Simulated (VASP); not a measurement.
Write the native input for VASP 6.6.1 that does the following.

```yaml
Task: single point
Functional: PBEsol
Potentials_or_basis: VASP PAW PBE potentials, release 64 (Al, N)
Cutoff: 520 eV
k_mesh: 10 × 10 × 10
Occupations: gaussian, width 0.05 eV
Spin: no spin polarisation
Dipole_correction: no
Further_INCAR_settings: ALGO = Normal; EDIFF = 1e-06; NBANDS = 11
```

The structure of AlN lies in POSCAR:

```
AlN
1.0
    0.5323585663      2.4800118576      2.4800118576
    2.4800118576      0.5323585663      2.4800118576
    2.4800118576      2.4800118576      0.5323585663
Al N
1 1
Direct
    0.0000000000      0.0000000000      0.0000000000
    0.7500000000      0.7500000000      0.7500000000
```

This cell differs from its parent crystal: ratio of the length along [111] to the lengths across it x 1.41, volume and fractional coordinates fixed.

The input as run:

INCAR

```
PREC = Accurate
ENCUT = 520
EDIFF = 1E-6
ISMEAR = 0
SIGMA = 0.05
LREAL = F
LASPH = T
NELM = 100
ALGO = Normal
ISIF = 2
LWAVE = F
LCHARG = F
GGA = PS
NBANDS = 11
```

KPOINTS

```
Automatic mesh
0
Gamma
  10 10 10
```

Potentials or basis: VASP PAW PBE potentials, release 64 (Al, N).

Command:

```console
$ cat potpaw_PBE.64/Al/POTCAR potpaw_PBE.64/N/POTCAR > POTCAR
$ mpirun -np 1 vasp_std > vasp.out
```

Results of the run:

The pressure is 28.0 GPa. The largest force is 0.166 eV/Å and the band gap on the k mesh is zero (filled and empty bands touch).

Caveat: the PAW data sets were made with another functional, which shifts forces and pressure a little.

Wall time 34 s on 1 thread of Intel Xeon 6975P-C, on a shared host, peak memory 0.16 GiB.
